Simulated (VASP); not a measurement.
# Y (P6_3/mmc) in VASP: a series of runs

The runs below take Y through single point, with BLYP, r2SCAN.

Program: VASP 6.6.1. These are calculated values, not measurements. Logs are shortened: lines on timing, memory, paths and dates and some standing lists are left out, and cuts for length are marked.

### 1 The cell of the first run

The structure is hexagonal, space group P6_3/mmc (No. 194). The conventional cell has a = 3.686 Å, b = 3.686 Å, c = 5.738 Å, α = 90.00°, β = 90.00°, γ = 120.00°. Y (site symmetry -6m2) has 12 Y at 3.57 to 3.69 Å within 4.7 Å.

### 2 Single point, BLYP

Input file INCAR:

```
  PREC = Accurate
  ENCUT = 520
  EDIFF = 1E-6
  ISMEAR = -1
  SIGMA = 0.05
  LREAL = F
  LASPH = T
  NELM = 100
  ALGO = Normal
  ISIF = 2
  LWAVE = F
  LCHARG = F
  GGA = B5
  ALDAX = 1.0
  AGGAX = 1.0
  AGGAC = 1.0
  ALDAC = 0.0
  NBANDS = 18
```

Input file KPOINTS:

```
Automatic mesh
0
Gamma
  8 8 5
```

Input file POSCAR:

```
Y
1.0
    3.6862363853      0.0000000000      0.0000000000
   -1.8431181926      3.1923743540      0.0000000000
    0.0000000000      0.0000000000      5.7381338996
Y
2
Direct
    0.6666666667      0.3333333333      0.7500000000
    0.3333333333      0.6666666667      0.2500000000
```

Potentials or basis: VASP PAW PBE potentials, release 64 (Y_sv).

Command:

```sh
$ cat potpaw_PBE.64/Y_sv/POTCAR > POTCAR
$ mpirun -np 1 vasp_std > vasp.out
```

OUTCAR:

```text
PREC = Accurate
   ENCUT = 520
   EDIFF = 1E-6
   ISMEAR = -1
   LREAL = F
   LASPH = T
   NELM = 100
   ISIF = 2
   GGA = B5

 ion  position               nearest neighbor table
   1  0.667  0.333  0.750-   2 3.57   2 3.57   2 3.57   2 3.57   2 3.57   2 3.57
   2  0.333  0.667  0.250-   1 3.57   1 3.57   1 3.57   1 3.57   1 3.57   1 3.57

  LATTYP: Found a hexagonal cell.
 ALAT       =     3.6862363853
 C/A-ratio  =     1.5566375294

  Lattice vectors:

 A1 = (   3.6862363853,   0.0000000000,   0.0000000000)
 A2 = (  -1.8431181926,   3.1923743540,   0.0000000000)
 A3 = (   0.0000000000,   0.0000000000,   5.7381338996)

Analysis of symmetry for initial positions (statically):
=====================================================================
 Subroutine PRICEL returns:
 Original cell was already a primitive cell.

 Routine SETGRP: Setting up the symmetry group for a
 hexagonal supercell.

 Subroutine GETGRP returns: Found 24 space group operations
 (whereof 12 operations were pure point group operations)
 out of a pool of 24 trial point group operations.

The static configuration has the point symmetry D_3d.
 The point group associated with its full space group is D_6h.

Analysis of symmetry for dynamics (positions and initial velocities):
=====================================================================
 Subroutine PRICEL returns:
 Original cell was already a primitive cell.

 Routine SETGRP: Setting up the symmetry group for a
 hexagonal supercell.

 Subroutine GETGRP returns: Found 24 space group operations
 (whereof 12 operations were pure point group operations)
 out of a pool of 24 trial point group operations.

The dynamic configuration has the point symmetry D_3d.
 The point group associated with its full space group is D_6h.

 Subroutine INISYM returns: Found 24 space group operations
 (whereof 12 operations are pure point group operations),
 and found     1 'primitive' translations

----------------------------------------------------------------------------------------

                                     Primitive cell

  volume of cell :      67.5255

  direct lattice vectors                    reciprocal lattice vectors
     3.686236385  0.000000000  0.000000000     0.271279401  0.156623235  0.000000000
    -1.843118193  3.192374354  0.000000000     0.000000000  0.313246471  0.000000000
     0.000000000  0.000000000  5.738133900     0.000000000  0.000000000  0.174272685

[... 81 lines left out ...]
   ENCUT  =  520.0 eV  38.22 Ry    6.18 a.u.   6.85  6.85 10.67*2*pi/ulx,y,z
   NELM   =    100;   NELMIN=  2; NELMDL= -5     # of ELM steps
   EDIFF  = 0.1E-05   stopping-criterion for ELM
   LREAL  =      F    real-space projection
   EDIFFG = 0.1E-04   stopping-criterion for IOM
   NSW    =      0    number of steps for IOM
   IBRION =     -1    ionic relax: 0-MD 1-quasi-New 2-CG
   NFREE  =      0    steps in history (QN), initial steepest desc. (CG)
   ISIF   =      2    stress and relaxation
   ISYM   =      2    0-nonsym 1-usesym 2-fastsym
   POTIM  = 0.5000    time-step for ionic-motion
   TEBEG  =    0.0;   TEEND  =   0.0 temperature during run
   PSTRESS=    0.0 pullay stress
   NELECT =      22.0000    total number of electrons
   NUPDOWN=      -1.0000    fix difference up-down
   EMIN   =  10.00;   EMAX   =-10.00  energy-range for DOS
   EFERMI =   0.00;   METHOD = LEGACY
   ISMEAR =    -1;   SIGMA  =   0.05  broadening in eV -4-tet -1-fermi 0-gaus
   EFERMI_NEDOS =   21; number of points for ismear=-14 and -15
   IALGO  =     38    algorithm
   IMIX   =      4    mixing-type and parameters
     AMIX     =   0.40;   BMIX     =  1.00
     AMIX_MAG =   1.60;   BMIX_MAG =  1.00
  volume/ion in A,a.u.               =      33.76       227.84
  Fermi-wavevector in a.u.,A,eV,Ry     =   1.126488  2.128753 17.265450  1.268975
  Thomas-Fermi vector in A             =   2.263170
   LORBIT       =      0    0 simple, 1 ext, 2 COOP (PROOUT), +10 PAW based schemes
   GGA     = B5    functional components
   LHFCALC =     F    Hartree Fock is set to
   AEXX    =    0.0000 exact exchange contribution
   IVDW    =     0    specifies the selected vdW correction
   LEPSILON=     F    determine dielectric tensor
   LRPA    =     F    only Hartree local field effects (RPA)
 non-spin polarized calculation
  energy-cutoff  :      520.00
  volume of cell :       67.53
 maximum number of plane-waves:      1838
 NGX is ok and might be reduce to    28
   NGX = 13   NGY = 13   NGZ = 21

 number of electron      22.0000000 magnetization

 Free energy of the ion-electron system (eV)
  ---------------------------------------------------
  ext. energy  EPLUGINS =         0.00000000
  ---------------------------------------------------
  free energy    TOTEN  =       -10.91732493 eV

  energy without entropy =      -10.87620770  energy(sigma->0) =      -10.89676632

 E-fermi :   3.3329     XC(G=0):  -8.8081

 val. band max:        3.3300077415   @ k =   0.3750   0.2500   0.4000
 cond. band min:       3.3852029036   @ k =   0.3750   0.0000   0.0000
 fundamental gap:      0.0551951621
 Fermi energy:         3.3329468235

 k-point     1 :       0.0000    0.0000    0.0000
  band No.  band energies     occupation
      1     -39.3959      2.00000
      2     -39.3282      2.00000
      3     -19.7256      2.00000
      4     -19.2980      2.00000
      5     -19.2980      2.00000
      6     -19.2127      2.00000
[... 481 lines left out ...]
      5     -19.3522      2.00000
      6     -19.3424      2.00000
[... 10 lines left out ...]
     17       7.6000      0.00000
     18       7.6459      0.00000

 [... further k-points ...]

------------------------ aborting loop because EDIFF is reached ----------------------------------------

  FORCE on cell =-STRESS in cart. coord.  units (eV):
  Direction    XX          YY          ZZ          XY          YZ          ZX
  --------------------------------------------------------------------------------------
  -------------------------------------------------------------------------------------
  Total       -0.0285097     -0.0285097     -0.0248641     -0.0000000      0.0000000      0.0000000
  in kB       -0.6764494     -0.6764494     -0.5899514     -0.0000000      0.0000000      0.0000000
  external PRESSURE =      -0.6476167 kB  Pullay stress =       0.0000000 kB

 VOLUME and BASIS-vectors are now :
 -----------------------------------------------------------------------------
  energy-cutoff  :      520.00
  volume of cell :       67.53
      direct lattice vectors                 reciprocal lattice vectors
     3.686236385  0.000000000  0.000000000     0.271279401  0.156623235  0.000000000
    -1.843118193  3.192374354  0.000000000     0.000000000  0.313246471  0.000000000
     0.000000000  0.000000000  5.738133900     0.000000000  0.000000000  0.174272685

 POSITION                                       TOTAL-FORCE (eV/Angst)
 -----------------------------------------------------------------------------------
      1.84312      1.06412      4.30360         0.000000      0.000000      0.000000
     -0.00000      2.12825      1.43453        -0.000000     -0.000000      0.000000
 -----------------------------------------------------------------------------------
    total drift:                               -0.000000      0.000000     -0.000000

  FREE ENERGIE OF THE ION-ELECTRON SYSTEM (eV)
  ---------------------------------------------------
  free  energy   TOTEN  =       -10.9173249338 eV

  energy  without entropy=      -10.8762077036  energy(sigma->0) =      -10.89676632
```

OSZICAR:

```text
N       E                     dE             d eps       ncg     rms          rms(c)
DAV:   1     0.930406143717E+02    0.93041E+02   -0.11179E+04  1080   0.115E+03
DAV:   2    -0.349785049460E+01   -0.96538E+02   -0.94863E+02  1330   0.261E+02
DAV:   3    -0.110452188457E+02   -0.75474E+01   -0.74774E+01  1936   0.434E+01
DAV:   4    -0.112438239094E+02   -0.19861E+00   -0.19843E+00  1354   0.697E+00
DAV:   5    -0.112489922327E+02   -0.51683E-02   -0.51660E-02  1592   0.864E-01    0.313E+01
DAV:   6    -0.109621026793E+02    0.28689E+00   -0.39064E-01  1190   0.375E+00    0.192E+01
DAV:   7    -0.109259798613E+02    0.36123E-01   -0.69139E-01  1366   0.468E+00    0.164E+00
DAV:   8    -0.109181432882E+02    0.78366E-02   -0.13886E-01  1334   0.206E+00    0.114E+00
DAV:   9    -0.109172109610E+02    0.93233E-03   -0.30618E-03  1572   0.340E-01    0.343E-01
DAV:  10    -0.109173506860E+02   -0.13973E-03   -0.14435E-03  1224   0.324E-01    0.270E-01
DAV:  11    -0.109173175664E+02    0.33120E-04   -0.91151E-05  1232   0.744E-02    0.659E-02
DAV:  12    -0.109173225787E+02   -0.50123E-05   -0.21256E-05  1244   0.377E-02    0.709E-03
DAV:  13    -0.109173248070E+02   -0.22282E-05   -0.42968E-06  1128   0.117E-02    0.215E-03
DAV:  14    -0.109173249338E+02   -0.12687E-06   -0.19569E-07   646   0.391E-03
   1 F= -.10917325E+02 E0= -.10896766E+02  d E =-.411172E-01
```

It took 42 s on 1 thread of Intel Xeon Platinum 8488C (Sapphire Rapids), shared host; peak memory 0.2 GiB.

Results:

```yaml
Free_energy: -10.9173 eV
Pressure: -0.1 GPa
Band_gap_on_the_k_mesh: zero (bands 11 and 12 overlap by 1.43 eV)
```

Levels at points of the mesh, in eV from the Fermi level:
```
           k point  band 7  band 8  band 9  band 10  band 11  band 12  band 13  band 14  band 15  band 16
(0.00, 0.00, 0.00)  -22.55  -22.51   -4.52    -1.78     1.02     1.63     1.63     1.98     2.21     2.21
(0.50, 0.00, 0.00)  -22.65  -22.59   -1.62    -1.12    -0.76    -0.07     1.34     1.39     2.02     4.67
```

Caveat: the PAW data sets were made with another functional, which shifts forces and pressure a little.

### 3 Single point, r2SCAN

This run uses another cell than the first one, of 21.99 Å³/atom.

Input file POSCAR:

```
Y
1.0
    3.1853686749      0.0000000000      0.0000000000
   -1.5926843375      2.7586101929      0.0000000000
    0.0000000000      0.0000000000      5.0050675874
Y
2
Direct
    0.6666666667      0.3333333333      0.7500000000
    0.3333333333      0.6666666667      0.2500000000
```

Input file INCAR.step1:

```
SYSTEM = Y
  ALGO = Normal
  EDIFF = 1E-4
  ENCUT = 520
  GGA = PE
  ISMEAR = -1
  LASPH = .TRUE.
  LCHARG = .FALSE.
  LREAL = .FALSE.
  LWAVE = .TRUE.
  NBANDS = 18
  NELM = 60
  PREC = Accurate
  SIGMA = 0.05
```

Input file INCAR.step2:

```
SYSTEM = Y
  ALGO = Normal
  EDIFF = 1E-6
  ENCUT = 520
  ISIF = 2
  ISMEAR = -1
  ISTART = 1
  LASPH = .TRUE.
  LCHARG = .TRUE.
  LELF = .TRUE.
  LMIXTAU = .TRUE.
  LREAL = .FALSE.
  LVHAR = .TRUE.
  LWAVE = .FALSE.
  METAGGA = R2SCAN
  NBANDS = 18
  NELM = 60
  PREC = Accurate
  SIGMA = 0.05
```

Input file KPOINTS:

```
k-points
0
G
  8 8 5
  0 0 0
```

Potentials or basis: VASP PAW PBE potentials, release 64 (Y_sv).

Command:

```sh
$ cat potpaw_PBE.64/Y_sv/POTCAR > POTCAR
$ cp INCAR.step1 INCAR
$ mpirun -np 1 vasp_std > vasp.out
$ cp INCAR.step2 INCAR
$ mpirun -np 1 vasp_std > vasp.out
```

Wall time 2.9 min (1 thread of Oxide Virtual Turin-like, shared host); peak memory 0.16 GiB.

It converged, with:

```yaml
Free_energy: -38.8897 eV
Pressure: 30.1 GPa
Band_gap_on_the_k_mesh: zero (bands 11 and 12 overlap by 2.66 eV)
```

Levels at points of the mesh, in eV from the Fermi level:
```
           k point  band 8  band 9  band 10  band 11  band 12  band 13  band 14  band 15
(0.00, 0.00, 0.00)  -21.85   -5.11    -2.63     2.20     2.20     2.72     2.80     3.28
(0.50, 0.00, 0.00)  -22.13   -2.34    -1.74    -1.71     1.10     1.80     2.41     3.29
```

Caveat: the cell stands under pressure; the PAW data sets were made with another functional, which shifts forces and pressure a little.

### 4 Single point, r2SCAN

This run uses another cell than the first one, of 24.24 Å³/atom.

Input file POSCAR:

```
Y
1.0
    3.2937715597      0.0000000000      0.0000000000
   -1.6468857799      2.8524898450      0.0000000000
    0.0000000000      0.0000000000      5.1590714327
Y
2
Direct
    0.6666666667      0.3333333333      0.7500000000
    0.3333333333      0.6666666667      0.2500000000
```

Input file INCAR.step1:

```
SYSTEM = Y
ALGO     = Normal         ! electronic algorithm
EDIFF    = 1E-4           ! SCF threshold, eV
ENCUT    = 520            ! plane-wave cutoff, eV
GGA      = PE             ! functional
ISMEAR   = -1             ! smearing method
LASPH    = .TRUE.         ! aspherical terms in the spheres
LCHARG   = .FALSE.        ! write CHGCAR
LREAL    = .FALSE.        ! projectors in reciprocal space
LWAVE    = .TRUE.         ! write WAVECAR
NBANDS   = 18             ! bands
NELM     = 60             ! most SCF steps
PREC     = Accurate       ! precision mode
SIGMA    = 0.05           ! smearing width, eV
```

Input file INCAR.step2:

```
SYSTEM = Y
ALGO     = Normal         ! electronic algorithm
EDIFF    = 1E-6           ! SCF threshold, eV
ENCUT    = 520            ! plane-wave cutoff, eV
ISIF     = 2              ! what is computed and relaxed
ISMEAR   = -1             ! smearing method
ISTART   = 1            
LASPH    = .TRUE.         ! aspherical terms in the spheres
LCHARG   = .FALSE.        ! write CHGCAR
LMIXTAU  = .TRUE.       
LREAL    = .FALSE.        ! projectors in reciprocal space
LWAVE    = .FALSE.        ! write WAVECAR
METAGGA  = R2SCAN         ! meta-GGA
NBANDS   = 18             ! bands
NELM     = 60             ! most SCF steps
PREC     = Accurate       ! precision mode
SIGMA    = 0.05           ! smearing width, eV
```

KPOINTS is that of step 3.

Command:

```sh
$ cat potpaw_PBE.64/Y_sv/POTCAR > POTCAR
$ cp INCAR.step1 INCAR
$ mpirun -np 1 vasp_std > vasp.out
$ cp INCAR.step2 INCAR
$ mpirun -np 1 vasp_std > vasp.out
```

It took 2.9 min on 1 thread of Oxide Virtual Turin-like, shared host; peak memory 0.15 GiB.

Results (log left out):

| Property | Result |
| --- | --- |
| Free energy | -39.5854 eV |
| Pressure | 20.1 GPa |
| Band gap on the k mesh | zero (bands 11 and 12 overlap by 2.63 eV) |

Levels at points of the mesh, in eV from the Fermi level:
| k point | band 7 | band 8 | band 9 | band 10 | band 11 | band 12 | band 13 | band 14 | band 15 | band 16 |
| --- | --- | --- | --- | --- | --- | --- | --- | --- | --- | --- |
| (0.00, 0.00, 0.00) | -22.22 | -22.15 | -5.13 | -2.40 | 2.19 | 2.19 | 2.19 | 2.70 | 3.17 | 3.17 |
| (0.50, 0.00, 0.00) | -22.56 | -22.37 | -1.97 | -1.72 | -1.43 | 0.65 | 1.82 | 2.19 | 3.04 | 7.14 |

Caveat: the cell stands under pressure; the PAW data sets were made with another functional, which shifts forces and pressure a little.

### 5 Single point, r2SCAN

This run uses another cell than the first one, of 27.65 Å³/atom.

Input file POSCAR:

```
Y
1.0
    3.4464037697      0.0000000000      0.0000000000
   -1.7232018848      2.9846732162      0.0000000000
    0.0000000000      0.0000000000      5.3769181034
Y
2
Direct
    0.6666666667      0.3333333333      0.7500000000
    0.3333333333      0.6666666667      0.2500000000
```

Input file INCAR.step1:

```
SYSTEM = Y
PREC = Accurate
ENCUT = 520
ISMEAR = -1
SIGMA = 0.05
LREAL = .False.
LASPH = .True.
NELM = 60
NBANDS = 18
GGA = PE
ALGO = Normal
EDIFF = 1E-4
LWAVE = .True.
LCHARG = .False.
```

Input file INCAR.step2:

```
SYSTEM = Y
PREC = Accurate
ENCUT = 520
EDIFF = 1E-6
ISMEAR = -1
SIGMA = 0.05
LREAL = .False.
LASPH = .True.
NELM = 60
ALGO = Normal
ISIF = 2
LWAVE = .False.
LCHARG = .False.
METAGGA = R2SCAN
LMIXTAU = .True.
NBANDS = 18
ISTART = 1
```

Input file KPOINTS:

```
Automatic mesh
0
Gamma
  8 8 5
  0 0 0
```

Command:

```sh
$ cat potpaw_PBE.64/Y_sv/POTCAR > POTCAR
$ cp INCAR.step1 INCAR
$ mpirun -np 1 vasp_std > vasp.out
$ cp INCAR.step2 INCAR
$ mpirun -np 1 vasp_std > vasp.out
```

It took 3.1 min on 1 thread of Oxide Virtual Turin-like, shared host; peak memory 0.17 GiB.

Results (log left out):

| Quantity | Value |
| --- | --- |
| Free energy | -40.2114 eV |
| Pressure | 10.1 GPa |
| Band gap on the k mesh | zero (bands 11 and 12 overlap by 1.92 eV) |

Levels at points of the mesh, in eV from the Fermi level:
```tsv
k point	band 8	band 9	band 10	band 11	band 12	band 13	band 14	band 15
(0.00, 0.00, 0.00)	-22.59	-5.08	-2.15	1.49	2.13	2.13	2.61	2.97
(0.50, 0.00, 0.00)	-22.74	-1.72	-1.58	-1.12	0.16	1.79	1.90	2.71
```

Caveat: the cell stands under pressure; the PAW data sets were made with another functional, which shifts forces and pressure a little.

### 6 The runs side by side

| level | cell | gap on the mesh (eV) | pressure (GPa) |
| --- | --- | --- | --- |
| BLYP | a = 3.686, b = 3.686, c = 5.738 Å, angles 90.0, 90.0, 120.0°, 2 atoms | none | -0.1 |
| r2SCAN | a = 3.185, b = 3.185, c = 5.005 Å, angles 90.0, 90.0, 120.0°, 2 atoms | none | 30.1 |
| r2SCAN | a = 3.294, b = 3.294, c = 5.159 Å, angles 90.0, 90.0, 120.0°, 2 atoms | none | 20.1 |
| r2SCAN | a = 3.446, b = 3.446, c = 5.377 Å, angles 90.0, 90.0, 120.0°, 2 atoms | none | 10.1 |

Alike in all rows: task single point; potentials or basis VASP PAW PBE potentials, release 64 (Y_sv); no spin polarisation; k mesh 8 × 8 × 5; cutoff (eV) 520; smearing fermi-dirac 0.05 eV.

Caveats: the PAW data sets were made with another functional, which shifts forces and pressure a little; the cell stands under pressure (at least some runs).

Total energies depend on the potentials used, so only differences within one code and one set of settings carry meaning.

The gap in the log of VASP goes by the Fermi energy; the results here count the filled bands.